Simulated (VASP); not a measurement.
Pt, 1 atom in the cell. Symmetry: Im-3m, No. 229, cubic system. The conventional cell has a = 3.182 Å, b = 3.182 Å, c = 3.182 Å, α = 90.00°, β = 90.00°, γ = 90.00°. Pt (site symmetry m-3m) has 14 Pt at 2.76 to 3.18 Å within 3.6 Å. 

| Item | Value |
| --- | --- |
| Program | VASP 6.6.1 |
| Task | single point |
| Functional | LDA |
| Potentials or basis | VASP PAW LDA potentials, release 64 (Pt) |
| Cutoff | 520 eV |
| k mesh | 22 × 22 × 22 |
| Occupations | gaussian, width 0.15 eV |
| Spin | no spin polarisation |
| Dipole correction | no |
| Further INCAR settings | ALGO = Normal; EDIFF = 1e-07; NBANDS = 11 |

Potentials or basis: VASP PAW LDA potentials, release 64 (Pt).

The run is started by

```bash
$ cat potpaw_LDA.64/Pt/POTCAR > POTCAR
$ mpirun -np 1 vasp_std > vasp.out
```

Hardware: 1 thread of Intel(R) Xeon(R) Platinum 8488C (Sapphire Rapids), on a shared host.

**Question.** Estimate the wall time of this run.

**Answer.** Wall time 33 s on 1 thread of Intel(R) Xeon(R) Platinum 8488C (Sapphire Rapids) (shared host), peak memory 0.17 GiB. Counts: scf iterations 11, k points 328.
